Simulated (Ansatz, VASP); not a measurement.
# Two plane-wave programs on BaCr2

```
Ba Cr
1.0
     4.29570    0.00000    0.00000
     0.00000    4.29570    0.00000
     0.00000    0.00000    9.19555
Ba Cr
2 4
Direct
  0.00000 0.50000 0.69951
  0.50000 0.00000 0.30049
  0.00000 0.00000 0.00000
  0.50000 0.50000 0.00000
  0.00000 0.50000 0.11931
  0.50000 0.00000 0.88069
```

Alike in both runs: functional PBE; k mesh 4 × 4 × 4; occupations gaussian, width 0.1 eV; collinear spin.

Ansatz relaxed the structure, and its values are those at the end. VASP's run is a single point on that final structure, the one shown.

|  | VASP | Ansatz |
| --- | --- | --- |
| version | VASP 6.6.1 | Ansatz 0.2.0 |
| potentials or method | VASP PAW PBE potentials, release 64 (Ba_sv, Cr_pv), cutoff 520 eV | scalar-relativistic, plane waves, PAW |
| valence electrons in the cell | 68 | 76 |

Ansatz gave:

| Item | Value |
| --- | --- |
| gap on the k mesh at the Fermi level (eV) | none |
| pressure (GPa) | 0.1 |
| rms of the force components (eV/Å) | 0.001 |
| net moment per atom (μB) | 0.16 |
| size of the moment on the site where the two differ most (μB) | 2.49 |

Question: What did VASP give for the same quantities?

Answer: gap on the k mesh at the Fermi level (eV): none; pressure (GPa): 0.5; rms of the force components (eV/Å): 0.032; net moment per atom (μB): 0.16; size of the moment on the site where the two differ most (μB): 2.72.

Site moments also hang on the region over which each program counts them. A gap of «none» marks a metal or a gap that the smearing closes. With one functional, cell and mesh, what is left measures potentials, basis and numerics. VASP's potentials hold 68 valence electrons a cell and Ansatz's 76, so a difference there can come from the potentials and not from the codes.

The k mesh is coarse, so the values compare programs but aren't converged. Neither program's run includes spin-orbit coupling.
